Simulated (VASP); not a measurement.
## KCl: single point with PBE

Crystal: KCl.

```
K Cl
1.0
     0.00000    6.29294    6.29294
     6.29294    0.00000    6.29294
     9.43941    9.43941    0.00000
K Cl
12 12
Direct
  0.00329 0.99789 0.00004
  0.99488 0.00330 0.33596
  0.00162 0.99848 0.66697
  0.99617 0.50344 0.99740
  0.00099 0.49838 0.33339
  0.00183 0.50152 0.66676
  0.49872 0.00189 0.99959
  0.49518 0.99918 0.33296
  0.50342 0.00637 0.66611
  0.49960 0.49547 0.00308
  0.48893 0.50584 0.33667
  0.49647 0.50475 0.66640
  0.25414 0.24852 0.16508
  0.24610 0.25638 0.50015
  0.24820 0.24764 0.83677
  0.25297 0.75235 0.16059
  0.24744 0.74942 0.50018
  0.24440 0.74535 0.83236
  0.75669 0.25080 0.16126
  0.74890 0.25095 0.49895
  0.74955 0.24809 0.83570
  0.75204 0.75207 0.16496
  0.75396 0.74256 0.49964
  0.74836 0.75458 0.83027
```

This cell differs from its parent crystal: atoms moved at random.

```json
{"Program": "VASP 6.6.1", "Task": "single point", "Functional": "PBE", "Potentials or basis": "VASP PAW PBE potentials, release 64 (K_sv, Cl)", "Cutoff": "300 eV", "k mesh": "2 × 2 × 2", "Occupations": "gaussian, width 0.03 eV", "Spin": "no spin polarisation"}
```

The pressure is 0.5 GPa, the largest force is 0.192 eV/Å and the band gap on the k mesh is 5.17 eV.

Forces in eV/Å, atoms in the order of the input:
```
K   -0.028 -0.060 -0.024
K   -0.111 -0.056  0.016
K    0.067 -0.045  0.017
K    0.025  0.059 -0.019
K   -0.023 -0.061  0.030
K    0.025 -0.002 -0.107
K   -0.027  0.033  0.019
K    0.007  0.078  0.100
K   -0.061 -0.051 -0.148
K   -0.043 -0.074  0.074
K   -0.162  0.010  0.104
K   -0.052  0.088 -0.030
Cl   0.062 -0.033 -0.076
Cl  -0.090  0.063 -0.037
Cl  -0.042 -0.059  0.075
Cl   0.092  0.093 -0.068
Cl   0.045 -0.008  0.042
Cl   0.058  0.078  0.150
Cl   0.128  0.037 -0.120
Cl   0.040 -0.002  0.027
Cl  -0.032 -0.049  0.049
Cl   0.017  0.009 -0.085
Cl   0.109 -0.067  0.047
Cl  -0.004  0.021 -0.036
```

Levels at points of the mesh, in eV from the valence-band top:
```csv
k point,band 93,band 94,band 95,band 96,band 97,band 98,band 99,band 100
"(0.00, 0.00, 0.00)",-0.20,-0.01,0.00,0.00,5.17,6.52,6.90,6.92
"(0.50, 0.00, 0.00)",-0.17,-0.15,-0.14,-0.12,6.41,6.44,7.05,7.05
"(0.00, 0.50, 0.00)",-0.17,-0.15,-0.15,-0.13,6.42,6.43,7.05,7.06
"(0.00, 0.50, 0.50)",-0.14,-0.12,-0.11,-0.10,6.35,6.38,7.15,7.16
"(0.50, 0.00, 0.50)",-0.13,-0.13,-0.11,-0.10,6.35,6.37,7.15,7.16
"(0.50, 0.50, 0.00)",-0.14,-0.14,-0.12,-0.11,6.60,6.61,6.74,6.75
"(0.00, 0.00, 0.50)",-0.12,-0.12,-0.06,-0.05,5.76,5.85,6.52,6.52
"(0.50, 0.50, 0.50)",-0.17,-0.15,-0.13,-0.11,6.29,6.30,7.13,7.18
```

Run time: 83 s on 8 MPI ranks on AMD EPYC 9R14 (Zen 4) (shared host), peak memory 0.13 GiB a rank.

Caveat: the k points lie up to 0.43 Å⁻¹ apart; the cell differs from its parent crystal (atoms moved at random); the cutoff is under 1.25 times the usual one of these potentials, so pressure, stress and relaxed cells hold a basis-set (Pulay) error.
